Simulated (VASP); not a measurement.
# Cu (I4/mmm) in VASP: further runs

Cu is run at these levels: PBEsol; tasks: single point.

All numbers are computed with VASP 6.6.1; they aren't measurements. Logs are shortened: lines on timing, memory, paths and dates and some standing lists are left out, and cuts for length are marked.

### Step 1. The cell of the first run

Symmetry: I4/mmm, No. 139, tetragonal system. The conventional cell has a = 2.582 Å, b = 2.582 Å, c = 3.615 Å, α = 90.00°, β = 90.00°, γ = 90.00°. Cu (site symmetry 4/mmm) has 12 Cu at 2.57 to 2.58 Å within 3.4 Å.

### Step 2. Single point, PBEsol (strain +0.0100 x Voigt [1, 1, 0, 0, 0, 0])

The input, INCAR:

```
SYSTEM = Cu
PREC = Accurate ; ENCUT = 520
EDIFF = 1E-6 ; ISMEAR = 0
SIGMA = 0.15 ; LREAL = .FALSE.
LASPH = .TRUE. ; NELM = 100
ALGO = Fast ; ISIF = 2
LWAVE = .FALSE. ; LCHARG = .FALSE.
GGA = PS ; NBANDS = 12
```

The input, KPOINTS:

```
regular mesh
0
G
  22 22 22
  0 0 0
```

The input, POSCAR:

```
Cu
1.0
    0.0000000000      1.8255750000      1.8075000000
    1.8255750000      0.0000000000      1.8075000000
    1.8255750000      1.8255750000      0.0000000000
Cu
1
Direct
    0.0000000000      0.0000000000      0.0000000000
```

Potentials or basis: VASP PAW PBE potentials, release 64 (Cu).

On the command line:

```bash
$ cat potpaw_PBE.64/Cu/POTCAR > POTCAR
$ mpirun -np 1 vasp_std > vasp.out
```

OUTCAR:

```text
SYSTEM = Cu
   PREC = Accurate
   ENCUT = 520
   EDIFF = 1E-6
   ISMEAR = 0
   LREAL = .FALSE.
   LASPH = .TRUE.
   NELM = 100
   ISIF = 2
   GGA = PS

 ion  position               nearest neighbor table
   1  0.000  0.000  0.000-

  LATTYP: Found a body centered tetragonal cell.
 ALAT       =     2.5817529241
 C/A-ratio  =     1.4002114479

  Lattice vectors:

 A1 = (   0.0000000000,  -1.8255750000,  -1.8075000000)
 A2 = (   0.0000000000,   1.8255750000,  -1.8075000000)
 A3 = (   1.8255750000,   0.0000000000,   1.8075000000)

Analysis of symmetry for initial positions (statically):
=====================================================================
 Subroutine PRICEL returns:
 Original cell was already a primitive cell.

 Routine SETGRP: Setting up the symmetry group for a
 body centered tetragonal supercell.

 Subroutine GETGRP returns: Found 16 space group operations
 (whereof 16 operations were pure point group operations)
 out of a pool of 16 trial point group operations.

The static configuration has the point symmetry D_4h.

Analysis of symmetry for dynamics (positions and initial velocities):
=====================================================================
 Subroutine PRICEL returns:
 Original cell was already a primitive cell.

 Routine SETGRP: Setting up the symmetry group for a
 body centered tetragonal supercell.

 Subroutine GETGRP returns: Found 16 space group operations
 (whereof 16 operations were pure point group operations)
 out of a pool of 16 trial point group operations.

The dynamic configuration has the point symmetry D_4h.

 Subroutine INISYM returns: Found 16 space group operations
 (whereof 16 operations are pure point group operations),
 and found     1 'primitive' translations

----------------------------------------------------------------------------------------

                                     Primitive cell

  volume of cell :      12.0478

  direct lattice vectors                    reciprocal lattice vectors
     0.000000000  1.825575000  1.807500000    -0.273886310  0.273886310  0.276625173
     1.825575000  0.000000000  1.807500000     0.273886310 -0.273886310  0.276625173
     1.825575000  1.825575000  0.000000000     0.273886310  0.273886310 -0.276625173

  length of vectors
     2.569003762  2.569003762  2.581752924     0.475971541  0.475971541  0.475971541

  position of ions in fractional coordinates (direct lattice)
     0.000000000  0.000000000  0.000000000

  ion indices of the primitive-cell ions
[... 77 lines left out ...]
   NSW    =      0    number of steps for IOM
   IBRION =     -1    ionic relax: 0-MD 1-quasi-New 2-CG
   NFREE  =      0    steps in history (QN), initial steepest desc. (CG)
   ISIF   =      2    stress and relaxation
   ISYM   =      2    0-nonsym 1-usesym 2-fastsym
   POTIM  = 0.5000    time-step for ionic-motion
   TEBEG  =    0.0;   TEEND  =   0.0 temperature during run
   PSTRESS=    0.0 pullay stress
   NELECT =      11.0000    total number of electrons
   NUPDOWN=      -1.0000    fix difference up-down
   EMIN   =  10.00;   EMAX   =-10.00  energy-range for DOS
   EFERMI =   0.00;   METHOD = LEGACY
   ISMEAR =     0;   SIGMA  =   0.15  broadening in eV -4-tet -1-fermi 0-gaus
   EFERMI_NEDOS =   21; number of points for ismear=-14 and -15
   IALGO  =     68    algorithm
   IMIX   =      4    mixing-type and parameters
     AMIX     =   0.40;   BMIX     =  1.00
     AMIX_MAG =   1.60;   BMIX_MAG =  1.00
  volume/ion in A,a.u.               =      12.05        81.30
  Fermi-wavevector in a.u.,A,eV,Ry     =   1.588193  3.001249 34.318734  2.522356
  Thomas-Fermi vector in A             =   2.687234
   LORBIT       =      0    0 simple, 1 ext, 2 COOP (PROOUT), +10 PAW based schemes
   GGA     = PS    functional components
   LHFCALC =     F    Hartree Fock is set to
   AEXX    =    0.0000 exact exchange contribution
   IVDW    =     0    specifies the selected vdW correction
   LEPSILON=     F    determine dielectric tensor
   LRPA    =     F    only Hartree local field effects (RPA)
 non-spin polarized calculation
 RMM-DIIS sequential band-by-band and
 Gauss-broadening in eV      SIGMA  =   0.15
  energy-cutoff  :      520.00
  volume of cell :       12.05
 maximum number of plane-waves:       334
   NGX =  9   NGY =  9   NGZ =  9

 number of electron      10.9999996 magnetization

 Free energy of the ion-electron system (eV)
  ---------------------------------------------------
  ext. energy  EPLUGINS =         0.00000000
  ---------------------------------------------------
  free energy    TOTEN  =        -4.29248500 eV

  energy without entropy =       -4.28967526  energy(sigma->0) =       -4.29108013

 E-fermi :   7.1399     XC(G=0): -12.7920

 val. band max:        7.1166184046   @ k =   0.5000   0.1364   0.3182
 cond. band min:       7.1449772797   @ k =   0.4545   0.2727   0.0000
 fundamental gap:      0.0283588751
 Fermi energy:         7.1398531707

 k-point     1 :       0.0000    0.0000    0.0000
  band No.  band energies     occupation
      1      -2.0806      2.00000
      2       4.1758      2.00000
      3       4.1758      2.00000
      4       4.2225      2.00000
      5       4.9744      2.00000
      6       5.0210      2.00000
      7      29.5817      0.00000
      8      32.0307      0.00000
      9      32.0307      0.00000
     10      32.0625      0.00000
     11      34.4896      0.00000
     12      34.5138      0.00000
[... 331 lines left out ...]
 k-point    24 :      -0.4545    0.0455    0.0000
  band No.  band energies     occupation
      1       2.1974      2.00000
      2       4.1646      2.00000
      3       4.1666      2.00000
      4       5.2370      2.00000
      5       5.5289      2.00000
      6       6.3691      2.00000
      7      11.0832      0.00000
      8      27.3814      0.00000
      9      28.3469      0.00000
     10      28.4838      0.00000
     11      32.1709      0.00000
     12      33.1621      0.00000

 [... further k-points ...]
[... 5 lines left out ...]
  --------------------------------------------------------------------------------------
  -------------------------------------------------------------------------------------
  Total       -0.6384833     -0.6384833     -0.5997347      0.0000000      0.0000000      0.0000000
  in kB      -84.9087559    -84.9087559    -79.7557720      0.0000000      0.0000000      0.0000000
  external PRESSURE =     -83.1910946 kB  Pullay stress =       0.0000000 kB

 VOLUME and BASIS-vectors are now :
 -----------------------------------------------------------------------------
  energy-cutoff  :      520.00
  volume of cell :       12.05
      direct lattice vectors                 reciprocal lattice vectors
     0.000000000  1.825575000  1.807500000    -0.273886310  0.273886310  0.276625173
     1.825575000  0.000000000  1.807500000     0.273886310 -0.273886310  0.276625173
     1.825575000  1.825575000  0.000000000     0.273886310  0.273886310 -0.276625173

 POSITION                                       TOTAL-FORCE (eV/Angst)
 -----------------------------------------------------------------------------------
      0.00000      0.00000      0.00000         0.000000     -0.000000      0.000000
 -----------------------------------------------------------------------------------
    total drift:                                0.000000     -0.000000      0.000000

  FREE ENERGIE OF THE ION-ELECTRON SYSTEM (eV)
  ---------------------------------------------------
  free  energy   TOTEN  =        -4.2924850046 eV

  energy  without entropy=       -4.2896752587  energy(sigma->0) =       -4.29108013
```

OSZICAR:

```text
N       E                     dE             d eps       ncg     rms          rms(c)
DAV:   1     0.425658955706E+02    0.42566E+02   -0.53958E+03 21980   0.152E+03
DAV:   2    -0.401123068211E+01   -0.46577E+02   -0.42883E+02 20700   0.204E+02
DAV:   3    -0.535742744434E+01   -0.13462E+01   -0.13354E+01 23296   0.401E+01
DAV:   4    -0.536568019921E+01   -0.82528E-02   -0.82516E-02 22648   0.278E+00
DAV:   5    -0.536575740883E+01   -0.77210E-04   -0.77208E-04 23804   0.274E-01    0.836E+00
RMM:   6    -0.474704457585E+01    0.61871E+00   -0.39370E+00 25025   0.369E+01    0.502E+00
RMM:   7    -0.430496225823E+01    0.44208E+00   -0.60903E-01 24845   0.141E+01    0.957E-01
RMM:   8    -0.429347437577E+01    0.11488E-01   -0.12684E-02 25679   0.141E+00    0.221E-01
RMM:   9    -0.429244126469E+01    0.10331E-02   -0.27717E-03 26301   0.938E-01    0.266E-02
RMM:  10    -0.429247625685E+01   -0.34992E-04   -0.51763E-04 25901   0.307E-01    0.156E-02
RMM:  11    -0.429248579871E+01   -0.95419E-05   -0.90036E-05 26636   0.114E-01    0.161E-02
RMM:  12    -0.429248452302E+01    0.12757E-05   -0.15020E-05 27040   0.559E-02    0.353E-03
RMM:  13    -0.429248500457E+01   -0.48155E-06   -0.44671E-06 20151   0.217E-02
   1 F= -.42924850E+01 E0= -.42910801E+01  d E =-.280975E-02
```

It took 47 s on 1 thread of Intel Xeon 6975P-C (Granite Rapids), shared host; peak memory 0.22 GiB.

Results:

```
Free energy : -4.2925 eV
Pressure    : -8.3 GPa
```

Stress tensor (GPa, compression positive):
```
-8.49  0.00  0.00
 0.00 -8.49  0.00
 0.00  0.00 -7.98
```

Caveat: the cell differs from its parent crystal (strain +0.0100 x Voigt [1, 1, 0, 0, 0, 0]); the PAW data sets were made with another functional, which shifts forces and pressure a little.

### Step 3. Single point, PBEsol (strain +0.0150 x Voigt [1, 1, 0, 0, 0, 0])

The input, INCAR:

```
SYSTEM = Cu
PREC     = Accurate       ! precision mode
ENCUT    = 520            ! plane-wave cutoff, eV
EDIFF    = 1E-6           ! SCF threshold, eV
ISMEAR   = 0              ! smearing method
SIGMA    = 0.15           ! smearing width, eV
LREAL    = .FALSE.        ! projectors in reciprocal space
LASPH    = .TRUE.         ! aspherical terms in the spheres
NELM     = 80             ! most SCF steps
ALGO     = Fast           ! electronic algorithm
ISIF     = 2              ! what is computed and relaxed
LWAVE    = .FALSE.        ! write WAVECAR
LCHARG   = .FALSE.        ! write CHGCAR
GGA      = PS             ! functional
NBANDS   = 12             ! bands
```

KPOINTS is that of step 2.

The input, POSCAR:

```
Cu
1.0
    0.0000000000      1.8346125000      1.8075000000
    1.8346125000      0.0000000000      1.8075000000
    1.8346125000      1.8346125000      0.0000000000
Cu
1
Direct
    0.0000000000      0.0000000000      0.0000000000
```

Potentials or basis: VASP PAW PBE potentials, release 64 (Cu).

On the command line:

```bash
$ cat potpaw_PBE.64/Cu/POTCAR > POTCAR
$ mpirun -np 1 vasp_std > vasp.out
```

It took 47 s on 1 thread of Intel Xeon 6975P-C (Granite Rapids), shared host; peak memory 0.22 GiB.

The run converged. Its results:

| Quantity | Value |
| --- | --- |
| Free energy | -4.2857 eV |
| Pressure | -9.4 GPa |

Stress tensor (GPa, compression positive):
```
-9.70  0.00  0.00
 0.00 -9.70  0.00
 0.00  0.00 -8.95
```

Levels at points of the mesh, in eV from the Fermi level:
| k point | band 4 | band 5 | band 6 | band 7 | band 8 | band 9 |
| --- | --- | --- | --- | --- | --- | --- |
| (0.00, 0.00, 0.00) | -2.87 | -2.16 | -2.09 | 22.37 | 24.73 | 24.73 |
| (0.50, 0.00, 0.00) | -1.60 | -1.57 | -0.93 | 3.61 | 20.78 | 21.34 |
| (0.50, 0.50, 0.00) | -1.44 | -1.44 | 1.71 | 7.17 | 12.59 | 12.59 |
| (0.50, 0.00, 0.50) | -1.47 | -1.43 | 1.40 | 6.78 | 12.92 | 12.96 |

Caveat: the cell differs from its parent crystal (strain +0.0150 x Voigt [1, 1, 0, 0, 0, 0]); the PAW data sets were made with another functional, which shifts forces and pressure a little.

### Step 4. Single point, PBEsol (strain +0.0175 x Voigt [1, 1, 0, 0, 0, 0])

The input, INCAR:

```
  PREC = Accurate
  ENCUT = 520
  EDIFF = 1E-6
  ISMEAR = 0
  SIGMA = 0.15
  LREAL = False
  LASPH = True
  NELM = 80
  ALGO = Normal
  ISIF = 2
  LWAVE = False
  LCHARG = False
  GGA = PS
  NBANDS = 12
```

The input, KPOINTS:

```
regular mesh
0
Gamma
  22 22 22
```

The input, POSCAR:

```
Cu
1.0
    0.0000000000      1.8391312500      1.8075000000
    1.8391312500      0.0000000000      1.8075000000
    1.8391312500      1.8391312500      0.0000000000
Cu
1
Direct
    0.0000000000      0.0000000000      0.0000000000
```

Potentials or basis: VASP PAW PBE potentials, release 64 (Cu).

On the command line:

```bash
$ cat potpaw_PBE.64/Cu/POTCAR > POTCAR
$ mpirun -np 1 vasp_std > vasp.out
```

OUTCAR:

```text
PREC = Accurate
   ENCUT = 520
   EDIFF = 1E-6
   ISMEAR = 0
   LREAL = False
   LASPH = True
   NELM = 80
   ISIF = 2
   GGA = PS

 ion  position               nearest neighbor table
   1  0.000  0.000  0.000-

  LATTYP: Found a body centered tetragonal cell.
 ALAT       =     2.6009243567
 C/A-ratio  =     1.3898904790

  Lattice vectors:

 A1 = (   0.0000000000,  -1.8391312500,  -1.8075000000)
 A2 = (   0.0000000000,   1.8391312500,  -1.8075000000)
 A3 = (   1.8391312500,   0.0000000000,   1.8075000000)

Analysis of symmetry for initial positions (statically):
=====================================================================
 Subroutine PRICEL returns:
 Original cell was already a primitive cell.

 Routine SETGRP: Setting up the symmetry group for a
 body centered tetragonal supercell.

 Subroutine GETGRP returns: Found 16 space group operations
 (whereof 16 operations were pure point group operations)
 out of a pool of 16 trial point group operations.

The static configuration has the point symmetry D_4h.

Analysis of symmetry for dynamics (positions and initial velocities):
=====================================================================
 Subroutine PRICEL returns:
 Original cell was already a primitive cell.

 Routine SETGRP: Setting up the symmetry group for a
 body centered tetragonal supercell.

 Subroutine GETGRP returns: Found 16 space group operations
 (whereof 16 operations were pure point group operations)
 out of a pool of 16 trial point group operations.

The dynamic configuration has the point symmetry D_4h.

 Subroutine INISYM returns: Found 16 space group operations
 (whereof 16 operations are pure point group operations),
 and found     1 'primitive' translations

----------------------------------------------------------------------------------------

[... 110 lines left out ...]
     AMIX_MAG =   1.60;   BMIX_MAG =  1.00
  volume/ion in A,a.u.               =      12.23        82.51
  Fermi-wavevector in a.u.,A,eV,Ry     =   1.580379  2.986483 33.981864  2.497597
  Thomas-Fermi vector in A             =   2.680615
   LORBIT       =      0    0 simple, 1 ext, 2 COOP (PROOUT), +10 PAW based schemes
   GGA     = PS    functional components
   LHFCALC =     F    Hartree Fock is set to
   AEXX    =    0.0000 exact exchange contribution
   IVDW    =     0    specifies the selected vdW correction
   LEPSILON=     F    determine dielectric tensor
   LRPA    =     F    only Hartree local field effects (RPA)
 non-spin polarized calculation
 Gauss-broadening in eV      SIGMA  =   0.15
  energy-cutoff  :      520.00
  volume of cell :       12.23
 maximum number of plane-waves:       342
   NGX =  9   NGY =  9   NGZ =  9

 number of electron      10.9999991 magnetization

 Free energy of the ion-electron system (eV)
  ---------------------------------------------------
  ext. energy  EPLUGINS =         0.00000000
  ---------------------------------------------------
  free energy    TOTEN  =        -4.28201567 eV

  energy without entropy =       -4.27917815  energy(sigma->0) =       -4.28059691

 E-fermi :   6.9612     XC(G=0): -12.7065

 val. band max:        6.9446792141   @ k =   0.5000   0.2273   0.0909
 cond. band min:       6.9679538137   @ k =   0.4545   0.0000   0.3182
 fundamental gap:      0.0232745996
 Fermi energy:         6.9612438646

 k-point     1 :       0.0000    0.0000    0.0000
  band No.  band energies     occupation
      1      -2.1472      2.00000
      2       4.0321      2.00000
      3       4.0321      2.00000
      4       4.1112      2.00000
      5       4.8059      2.00000
      6       4.8850      2.00000
      7      29.2888      0.00000
      8      31.6174      0.00000
      9      31.6174      0.00000
     10      31.6664      0.00000
     11      34.0634      0.00000
     12      34.1043      0.00000
[... 331 lines left out ...]
 k-point    24 :      -0.4545    0.0455    0.0000
  band No.  band energies     occupation
      1       2.1002      2.00000
      2       4.0154      2.00000
      3       4.0509      2.00000
      4       5.0837      2.00000
      5       5.3718      2.00000
      6       6.2130      2.00000
      7      10.8409      0.00000
      8      27.2037      0.00000
      9      27.9316      0.00000
     10      27.9663      0.00000
     11      31.6877      0.00000
     12      32.8374      0.00000

 [... further k-points ...]
[... 5 lines left out ...]
  --------------------------------------------------------------------------------------
  -------------------------------------------------------------------------------------
  Total       -0.7897079     -0.7897079     -0.7238874      0.0000000      0.0000000     -0.0000000
  in kB     -103.4768731   -103.4768731    -94.8523029      0.0000000      0.0000000     -0.0000000
  external PRESSURE =    -100.6020163 kB  Pullay stress =       0.0000000 kB

 VOLUME and BASIS-vectors are now :
 -----------------------------------------------------------------------------
  energy-cutoff  :      520.00
  volume of cell :       12.23
      direct lattice vectors                 reciprocal lattice vectors
     0.000000000  1.839131250  1.807500000    -0.271867492  0.271867492  0.276625173
     1.839131250  0.000000000  1.807500000     0.271867492 -0.271867492  0.276625173
     1.839131250  1.839131250  0.000000000     0.271867492  0.271867492 -0.276625173

 POSITION                                       TOTAL-FORCE (eV/Angst)
 -----------------------------------------------------------------------------------
      0.00000      0.00000      0.00000        -0.000000      0.000000      0.000000
 -----------------------------------------------------------------------------------
    total drift:                                0.000000      0.000000      0.000000

  FREE ENERGIE OF THE ION-ELECTRON SYSTEM (eV)
  ---------------------------------------------------
  free  energy   TOTEN  =        -4.2820156732 eV

  energy  without entropy=       -4.2791781541  energy(sigma->0) =       -4.28059691
```

stdout:

```text
POSCAR found type information on POSCAR Cu
 POSCAR found :  1 types and       1 ions
 scaLAPACK will be used
 -----------------------------------------------------------------------------
|                                                                             |
|                                                                             |
|     You enforced a specific xc type in the INCAR file but a different       |
|     I HOPE YOU KNOW WHAT YOU ARE DOING!                                     |
|                                                                             |
 -----------------------------------------------------------------------------

 LDA part: xc-table for (Slater+PW92), standard interpolation
 POSCAR, INCAR and KPOINTS ok, starting setup
 FFT: planning ... GRIDC
 FFT: planning ... GRID_SOFT
 FFT: planning ... GRID
 WAVECAR not read
 entering main loop
```

Wall time 38 s (1 thread of Intel Xeon 6975P-C (Granite Rapids), shared host); peak memory 0.23 GiB.

What came out:

```
Free energy : -4.2820 eV
Pressure    : -10.1 GPa
```

Levels at points of the mesh, in eV from the Fermi level:
```
           k point  band 4  band 5  band 6  band 7  band 8  band 9
(0.00, 0.00, 0.00)   -2.85   -2.16   -2.08   22.33   24.66   24.66
(0.50, 0.00, 0.00)   -1.59   -1.56   -0.92    3.59   20.72   21.22
(0.50, 0.50, 0.00)   -1.44   -1.44    1.74    7.18   12.52   12.52
(0.50, 0.00, 0.50)   -1.47   -1.42    1.38    6.72   12.90   12.94
```

Caveat: the cell differs from its parent crystal (strain +0.0175 x Voigt [1, 1, 0, 0, 0, 0]); the PAW data sets were made with another functional, which shifts forces and pressure a little.

(Continued in part 2 of 2.)
